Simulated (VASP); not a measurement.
Wanted: the native input for a VASP 6.6.1 run.

```
Task                   : relaxation of cell and atoms
Functional             : LDA
Potentials or basis    : VASP PAW LDA potentials, release 64 (Rh_pv)
Cutoff                 : 600 eV
k mesh                 : 20 × 20 × 20
Occupations            : fermi-dirac, width 0.15 eV
Spin                   : no spin polarisation
Dipole correction      : no
Further INCAR settings : ALGO = Normal; EDIFF = 1e-06; IBRION = 2; EDIFFG = -0.001; NSW = 80; ISIF = 3
```

The structure of Rh lies in POSCAR:

```
Rh
1.0
    0.0000000000      1.8770355637      1.8770355637
    1.8770355637      0.0000000000      1.8770355637
    1.8770355637      1.8770355637      0.0000000000
Rh
1
Direct
    0.0000000000      0.0000000000      0.0000000000
```

One way to write it, as run:

INCAR

```
PREC = Accurate ; ENCUT = 600
EDIFF = 1E-6 ; ISMEAR = -1
SIGMA = 0.15 ; LREAL = False
LASPH = True ; NELM = 80
ALGO = Normal ; ISIF = 3
LWAVE = False ; LCHARG = False
GGA = CA ; IBRION = 2
NSW = 80 ; EDIFFG = -0.001
```

KPOINTS

```
regular mesh
0
Gamma
  20 20 20
```

Potentials or basis: VASP PAW LDA potentials, release 64 (Rh_pv).

Run with:

```sh
$ cat potpaw_LDA.64/Rh_pv/POTCAR > POTCAR
$ mpirun -np 1 vasp_std > vasp.out
```

Results of the run:

```
Relaxed volume                        : 13.30 Å³/atom
Relaxed cell                          : a = 2.659 Å, b = 2.659 Å, c = 2.659 Å, α = 60.00°, β = 60.00°, γ = 60.00°
Space group after relaxing (to 0.1 Å) : Fm-3m (No. 225)
Energy gained by relaxing             : 0.4 meV/atom
Ionic steps                           : 22
Pressure after relaxing               : 0.0 GPa
Band gap on the k mesh                : zero (an odd number of electrons rules out a gap without spin polarisation)
```

Wall time 4.8 min on 1 thread of Intel Xeon 8259CL, with other jobs on the host, peak memory 0.18 GiB.
